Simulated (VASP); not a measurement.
Crystal: IrS.

```xyz
2
Lattice="0.0000 2.6798 2.6798 2.6798 0.0000 2.6798 2.6798 2.6798 0.0000" Properties=species:S:1:pos:R:3 pbc="T T T"
Ir    0.0000    0.0000    0.0000
S     4.0197    4.0197    4.0197
```

| Property | Result |
| --- | --- |
| Program | VASP 6.6.1 |
| Task | relaxation of cell and atoms |
| Functional | PBE |
| Potentials or basis | VASP PAW PBE potentials, release 64 (Ir, S) |
| Cutoff | 500 eV |
| k mesh | 6 × 6 × 6 |
| Occupations | gaussian, width 0.1 eV |
| Spin | no spin polarisation |

At the start: pressure -6.2 GPa; volume 19.25 Å³/atom.

Task: How do energy, volume and symmetry change on relaxing?

Result: Over 3 steps the energy falls by 17.3 meV/atom and the volume is 18.40 Å³/atom (-4.4 %); space group F-43m (No. 216, to 0.1 Å) before and after.

The path:
```tsv
step	energy change (eV)	largest force (eV/Å)	pressure (GPa)	volume (Å³)
1	0.0000	0.0000	-6.20	38.49
2	0.0436	0.0000	11.66	34.49
3	-0.0346	0.0000	-0.11	36.81
```

Final structure:
```cif
data_structure
_symmetry_space_group_name_H-M 'P 1'
_symmetry_Int_Tables_number 1
_cell_length_a 3.7339
_cell_length_b 3.7339
_cell_length_c 3.7339
_cell_angle_alpha 60.000
_cell_angle_beta 60.000
_cell_angle_gamma 60.000
_cell_volume 36.81
loop_
_atom_site_label
_atom_site_type_symbol
_atom_site_fract_x
_atom_site_fract_y
_atom_site_fract_z
_atom_site_occupancy
Ir1 Ir 0.00000 0.00000 0.00000 1
S1 S 0.75000 0.75000 0.75000 1
```
